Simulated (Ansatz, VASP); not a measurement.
# One calculation of Hg, two programs

```
Hg
1.0
     2.07840    1.19996    1.97474
    -2.07840    1.19996    1.97474
     0.00000   -2.39993    1.97474
Hg
1
Direct
  0.00000 0.00000 0.00000
```

Alike in both runs: functional PBE; k mesh 11 × 11 × 11; occupations fermi-dirac, width 0.1 eV; no spin polarisation.

Ansatz relaxed the structure, and its values are those at the end. VASP's run is a single point on that final structure, the one shown.

|  | VASP | Ansatz |
| --- | --- | --- |
| version | VASP 6.6.1 | Ansatz 0.2.0 |
| potentials or method | VASP PAW PBE potentials, release 64 (Hg), cutoff 520 eV | plane waves (420 eV) with PAW, scalar-relativistic |
| valence electrons in the cell | 12 | 20 |

```tsv
	VASP	Ansatz	Ansatz less VASP
pressure (GPa)	0.2	0.0	-0.17
```

VASP's potentials hold 12 valence electrons a cell and Ansatz's 20, so a difference there can come from the potentials and not from the codes.

Spin-orbit coupling is off throughout.
